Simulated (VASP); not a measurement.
# Zr2HS4 in VASP: further runs

Zr2HS4 is run at these levels: PBE+D3(BJ); tasks: single point.

Everything below comes from runs of VASP 6.6.1. Logs are shortened: lines on timing, memory, paths and dates and some standing lists are left out, and cuts for length are marked.

### 1 The cell of the first run

The cell holds a slab with vacuum, 14 atoms: a = 7.298 Å, b = 7.298 Å, c = 20.917 Å, α = 90.00°, β = 90.00°, γ = 120.00°.

### 2 Single point, PBE+D3(BJ)

The input, INCAR:

```
PREC     = Accurate       # precision mode
ENCUT    = 400            # plane-wave cutoff, eV
EDIFF    = 1E-6           # SCF threshold, eV
ISMEAR   = 0              # smearing method
SIGMA    = 0.05           # smearing width, eV
LREAL    = False          # projectors in reciprocal space
LASPH    = True           # aspherical terms in the spheres
NELM     = 120            # most SCF steps
ALGO     = Normal         # electronic algorithm
ISIF     = 2              # what is computed and relaxed
LWAVE    = False          # write WAVECAR
LCHARG   = False          # write CHGCAR
LDIPOL   = True         
IDIPOL   = 3            
DIPOL    = 0.5 0.5 0.281
GGA      = PE             # functional
IVDW     = 12             # dispersion correction
NBANDS   = 62             # bands
GGA_COMPAT= False        
NELMDL   = -8
```

The input, KPOINTS:

```
Automatic mesh
0
Gamma
  6 6 1
```

The input, POSCAR:

```
Zr2HS4
1.0
    7.2976778227      0.0000000000      0.0000000000
   -3.6488389114      6.3199743831      0.0000000000
    0.0000000000      0.0000000000     20.9171506047
S Zr H
8 4 2
Direct
    0.3333333333      0.1666666667      0.1912306354
    0.3333333333      0.6666666667      0.1912306354
    0.8333333333      0.1666666667      0.1912306354
    0.8333333333      0.6666666667      0.1912306354
    0.1666666667      0.3333333333      0.3306927762
    0.1666666667      0.8333333333      0.3306927762
    0.6666666667      0.3333333333      0.3306927762
    0.6666666667      0.8333333333      0.3306927762
    0.0000000000      0.0000000000      0.2609617058
    0.0000000000      0.5000000000      0.2609617058
    0.5000000000      0.0000000000      0.2609617058
    0.5000000000      0.5000000000      0.2609617058
    0.3575287687      0.7150575375      0.3981015752
    0.4758045646      0.9516091292      0.3981015752
```

Potentials or basis: VASP PAW PBE potentials, release 64 (S, Zr_sv, H).

On the command line:

```sh
$ cat potpaw_PBE.64/S/POTCAR potpaw_PBE.64/Zr_sv/POTCAR potpaw_PBE.64/H/POTCAR > POTCAR
$ mpirun -np 1 vasp_std > vasp.out
```

OUTCAR:

```text
PREC = Accurate
   ENCUT = 400
   EDIFF = 1E-6
   ISMEAR = 0
   LREAL = False
   LASPH = True
   NELM = 120
   ISIF = 2
   GGA = PE
   IVDW = 12
   NELMDL = -8
 IVDW          = 12

 ion  position               nearest neighbor table
   1  0.333  0.167  0.191-   9 2.56  12 2.56  11 2.56
   2  0.333  0.667  0.191-  10 2.56  11 2.56  12 2.56
   3  0.833  0.167  0.191-  11 2.56  10 2.56   9 2.56
   4  0.833  0.667  0.191-  12 2.56   9 2.56  10 2.56
   5  0.167  0.333  0.331-  12 2.56   9 2.56  10 2.56
   6  0.167  0.833  0.331-  11 2.56  10 2.56   9 2.56
   7  0.667  0.333  0.331-  10 2.56  11 2.56  12 2.56
   8  0.667  0.833  0.331-   9 2.56  12 2.56  11 2.56
   9  0.000  0.000  0.261-   1 2.56   8 2.56   5 2.56   4 2.56   6 2.56   3 2.56  12 3.65  12 3.65
                            11 3.65  11 3.65  10 3.65  10 3.65
  10  0.000  0.500  0.261-   2 2.56   7 2.56   6 2.56   3 2.56   4 2.56   5 2.56  11 3.65  11 3.65
                            12 3.65  12 3.65   9 3.65   9 3.65
  11  0.500  0.000  0.261-   3 2.56   6 2.56   2 2.56   7 2.56   1 2.56   8 2.56  10 3.65  10 3.65
                             9 3.65   9 3.65  12 3.65  12 3.65
  12  0.500  0.500  0.261-   4 2.56   5 2.56   1 2.56   8 2.56   7 2.56   2 2.56   9 3.65   9 3.65
                            10 3.65  10 3.65  11 3.65  11 3.65
  13  0.358  0.715  0.398-
  14  0.476  0.952  0.398-

  LATTYP: Found a hexagonal cell.
 ALAT       =     7.2976778227
 C/A-ratio  =     2.8662748771

  Lattice vectors:

 A1 = (   7.2976778227,   0.0000000000,   0.0000000000)
 A2 = (  -3.6488389114,   6.3199743831,   0.0000000000)
 A3 = (   0.0000000000,   0.0000000000,  20.9171506047)

Analysis of symmetry for initial positions (statically):
=====================================================================
 Subroutine PRICEL returns:
 Original cell was already a primitive cell.

 Routine SETGRP: Setting up the symmetry group for a
 hexagonal supercell.

 Subroutine GETGRP returns: Found  2 space group operations
 (whereof  2 operations were pure point group operations)
 out of a pool of 24 trial point group operations.

The static configuration has the point symmetry C_1h.

Analysis of symmetry for dynamics (positions and initial velocities):
=====================================================================
 Subroutine PRICEL returns:
 Original cell was already a primitive cell.

 Routine SETGRP: Setting up the symmetry group for a
 hexagonal supercell.

 Subroutine GETGRP returns: Found  2 space group operations
 (whereof  2 operations were pure point group operations)
 out of a pool of 24 trial point group operations.

The dynamic configuration has the point symmetry C_1h.

 Subroutine INISYM returns: Found  2 space group operations
 (whereof  2 operations are pure point group operations),
 and found     1 'primitive' translations

----------------------------------------------------------------------------------------

                                     Primitive cell

  volume of cell :     964.7228

  direct lattice vectors                    reciprocal lattice vectors
     7.297677823  0.000000000  0.000000000     0.137029891  0.079114245  0.000000000
    -3.648838911  6.319974383  0.000000000     0.000000000  0.158228489  0.000000000
     0.000000000  0.000000000 20.917150605     0.000000000  0.000000000  0.047807659

  length of vectors
     7.297677823  7.297677823 20.917150605     0.158228489  0.158228489  0.047807659

  position of ions in fractional coordinates (direct lattice)
     0.333333333  0.166666667  0.191230635
     0.333333333  0.666666667  0.191230635
     0.833333333  0.166666667  0.191230635
     0.833333333  0.666666667  0.191230635
     0.166666667  0.333333333  0.330692776
     0.166666667  0.833333333  0.330692776
     0.666666667  0.333333333  0.330692776
     0.666666667  0.833333333  0.330692776
     0.000000000  0.000000000  0.260961706
     0.000000000  0.500000000  0.260961706
     0.500000000  0.000000000  0.260961706
     0.500000000  0.500000000  0.260961706
     0.357528769  0.715057538  0.398101575
     0.475804565  0.951609129  0.398101575

  ion indices of the primitive-cell ions
   primitive index   ion index
                 1           1
                 2           2
                 3           3
                 4           4
                 5           5
[... 34 lines left out ...]
 Found     13 irreducible k-points:

 Following reciprocal coordinates:
            Coordinates               Weight
  0.000000  0.000000  0.000000      1.000000
  0.166667  0.000000  0.000000      4.000000
  0.000000  0.166667  0.000000      2.000000
  0.333333  0.000000  0.000000      4.000000
  0.000000  0.333333  0.000000      2.000000
  0.500000  0.000000  0.000000      2.000000
  0.000000  0.500000  0.000000      1.000000
  0.166667  0.166667  0.000000      4.000000
 -0.333333  0.166667  0.000000      2.000000
  0.333333  0.166667  0.000000      4.000000
 -0.166667  0.500000  0.000000      4.000000
  0.500000  0.333333  0.000000      4.000000
  0.333333  0.333333  0.000000      2.000000
   k-points           NKPTS =     13   k-points in BZ     NKDIM =     13   number of bands    NBANDS=     62
   number of dos      NEDOS =    301   number of ions     NIONS =     14
   total plane-waves  NPLWV = 322560
   dimension x,y,z NGX =    48 NGY =   48 NGZ =  140
   dimension x,y,z NGXF=    96 NGYF=   96 NGZF=  280
   ions per type =               8   4   2
   NGX,Y,Z   is equivalent  to a cutoff of  10.93, 10.93, 11.13 a.u.
   NGXF,Y,Z  is equivalent  to a cutoff of  21.87, 21.87, 22.25 a.u.
 SYSTEM =  unknown system
   PREC   = accura    normal or accurate (medium, high low for compatibility)
   ISTART =      0    job   : 0-new  1-cont  2-samecut
   ICHARG =      2    charge: 1-file 2-atom 10-const
   ISPIN  =      1    spin polarized calculation?
   LNONCOLLINEAR =      F non collinear calculations
   LSORBIT =      F    spin-orbit coupling
   LASPH  =      T    aspherical Exc in radial PAW
   ENCUT  =  400.0 eV  29.40 Ry    5.42 a.u.  11.90 11.90 34.11*2*pi/ulx,y,z
   NELM   =    120;   NELMIN=  2; NELMDL= -8     # of ELM steps
   EDIFF  = 0.1E-05   stopping-criterion for ELM
   LREAL  =      F    real-space projection
   EDIFFG = 0.1E-04   stopping-criterion for IOM
   NSW    =      0    number of steps for IOM
   IBRION =     -1    ionic relax: 0-MD 1-quasi-New 2-CG
   NFREE  =      0    steps in history (QN), initial steepest desc. (CG)
   ISIF   =      2    stress and relaxation
   ISYM   =      2    0-nonsym 1-usesym 2-fastsym
   POTIM  = 0.5000    time-step for ionic-motion
   TEBEG  =    0.0;   TEEND  =   0.0 temperature during run
   PSTRESS=    0.0 pullay stress
   NELECT =      98.0000    total number of electrons
   NUPDOWN=      -1.0000    fix difference up-down
   EMIN   =  10.00;   EMAX   =-10.00  energy-range for DOS
   EFERMI =   0.00;   METHOD = LEGACY
   ISMEAR =     0;   SIGMA  =   0.05  broadening in eV -4-tet -1-fermi 0-gaus
   EFERMI_NEDOS =   21; number of points for ismear=-14 and -15
   IALGO  =     38    algorithm
   IMIX   =      4    mixing-type and parameters
     AMIX     =   0.40;   BMIX     =  1.00
     AMIX_MAG =   1.60;   BMIX_MAG =  1.00
  volume/ion in A,a.u.               =      68.91       465.02
  Fermi-wavevector in a.u.,A,eV,Ry     =   0.763864  1.443494  7.938838  0.583488
  Thomas-Fermi vector in A             =   1.863639
   LORBIT       =      0    0 simple, 1 ext, 2 COOP (PROOUT), +10 PAW based schemes
   GGA     = PE    functional components
   LHFCALC =     F    Hartree Fock is set to
   AEXX    =    0.0000 exact exchange contribution
   IVDW    =    12    specifies the selected vdW correction
   LEPSILON=     F    determine dielectric tensor
   LRPA    =     F    only Hartree local field effects (RPA)
 non-spin polarized calculation
 Gauss-broadening in eV      SIGMA  =   0.05
  energy-cutoff  :      400.00
  volume of cell :      964.72
 maximum number of plane-waves:     17598
   NGX = 23   NGY = 23   NGZ = 69

 number of electron      98.0000015 magnetization

 dipolmoment           0.000000      0.000000     -0.006605 electrons x Angstroem

 Free energy of the ion-electron system (eV)
  ---------------------------------------------------
  ext. energy  EPLUGINS =         0.00000000
  ---------------------------------------------------
  free energy    TOTEN  =       -88.89834619 eV

  energy without entropy =      -88.89834619  energy(sigma->0) =      -88.89834619

 E-fermi :  -2.7696     XC(G=0):  -3.2767

 val. band max:       -3.0323176047   @ k =   0.1667   0.0000   0.0000
 cond. band min:      -2.2504238260   @ k =   0.0000   0.0000   0.0000
 fundamental gap:      0.7818937786
 Fermi energy:        -2.7696286575

 k-point     1 :       0.0000    0.0000    0.0000
  band No.  band energies     occupation
      1     -52.1093      2.00000
      2     -52.0854      2.00000
      3     -52.0772      2.00000
      4     -52.0299      2.00000
      5     -30.2965      2.00000
      6     -30.2748      2.00000
[... 821 lines left out ...]
     60       0.2970      0.00000
     61       0.3197      0.00000
 [bands above 61 left out]

------------------------ aborting loop because EDIFF is reached ----------------------------------------

 vacuum level on the upper side and lower side of the slab       (xc-potential included)        -0.123        -0.087

 Edisp (eV)   -3.16170

 E8    (eV) :    -1.4021

  FORCE on cell =-STRESS in cart. coord.  units (eV):
  Direction    XX          YY          ZZ          XY          YZ          ZX
  --------------------------------------------------------------------------------------
  -------------------------------------------------------------------------------------
  Total       2.01429    -6.68334     2.40687     0.00000    -0.47966     0.00000
  in kB       3.34526   -11.09946     3.99724     0.00000    -0.79661     0.00000
  external pressure =       -1.25 kB  Pullay stress =        0.00 kB

 VOLUME and BASIS-vectors are now :
 -----------------------------------------------------------------------------
  energy-cutoff  :      400.00
  volume of cell :      964.72
      direct lattice vectors                 reciprocal lattice vectors
     7.297677823  0.000000000  0.000000000     0.137029891  0.079114245  0.000000000
    -3.648838911  6.319974383  0.000000000     0.000000000  0.158228489  0.000000000
     0.000000000  0.000000000 20.917150605     0.000000000  0.000000000  0.047807659

 POSITION                                       TOTAL-FORCE (eV/Angst)
 -----------------------------------------------------------------------------------
      1.82442      1.05333      4.00000         0.058476     -0.035660      0.005800
     -0.00000      4.21332      4.00000         0.000000     -0.000917      0.050630
      5.47326      1.05333      4.00000        -0.058476     -0.035660      0.005800
      3.64884      4.21332      4.00000         0.000000     -0.079635     -0.081078
      0.00000      2.10666      6.91715        -0.000000      0.167365      0.248474
     -1.82442      5.26665      6.91715        -0.488880     -0.065570     -0.456175
      3.64884      2.10666      6.91715         0.000000     -0.019253      0.215581
      1.82442      5.26665      6.91715         0.488880     -0.065570     -0.456175
      0.00000      0.00000      5.45858         0.000000     -0.124988     -0.038811
     -1.82442      3.15999      5.45858        -0.006139      0.245195     -0.087637
      3.64884      0.00000      5.45858        -0.000000      0.022855     -0.473144
      1.82442      3.15999      5.45858         0.006139      0.245195     -0.087637
     -0.00000      4.51915      8.32715        -0.000000      3.290002      0.626665
     -0.00000      6.01415      8.32715         0.000000     -3.543359      0.527710
 -----------------------------------------------------------------------------------
    total drift:                                0.000000     -0.000002      0.000752

  FREE ENERGIE OF THE ION-ELECTRON SYSTEM (eV)
  ---------------------------------------------------
  free  energy   TOTEN  =       -92.0600494857 eV

  energy  without entropy=      -92.0600494857  energy(sigma->0) =      -92.06004949

 vacuum level on the upper side and lower side of the slab         3.038         3.078
```

Wall time 26 min (1 thread of Intel Xeon Platinum 8259CL at 2.50GHz (Skylake/Cascade Lake), shared host); peak memory 0.9 GiB.

Results:

* Free energy: -92.0600 eV
* Largest force: 3.582 eV/Å
* Band gap on the k mesh: 0.78 eV (least direct gap 0.82 eV)
* Dispersion energy per atom: -0.226 eV

Forces on the atoms (eV/Å):
```
S    0.058 -0.036  0.006
S    0.000 -0.001  0.051
S   -0.058 -0.036  0.006
S    0.000 -0.080 -0.081
S    0.000  0.167  0.248
S   -0.489 -0.066 -0.456
S    0.000 -0.019  0.216
S    0.489 -0.066 -0.456
Zr   0.000 -0.125 -0.039
Zr  -0.006  0.245 -0.088
Zr   0.000  0.023 -0.473
Zr   0.006  0.245 -0.088
H    0.000  3.290  0.627
H    0.000 -3.543  0.528
```

Levels at points of the mesh, in eV from the valence-band top:
```tsv
k point	band 46	band 47	band 48	band 49	band 50	band 51	band 52	band 53
(0.00, 0.00, 0.00)	-1.19	-0.28	-0.28	-0.04	0.78	0.85	0.97	1.46
(0.50, 0.00, 0.00)	-1.11	-0.90	-0.79	-0.29	1.21	1.30	1.89	2.05
(0.00, 0.50, 0.00)	-1.10	-1.07	-0.77	-0.06	1.13	1.25	1.95	2.03
```

(Part 1 of 2 ends here.)
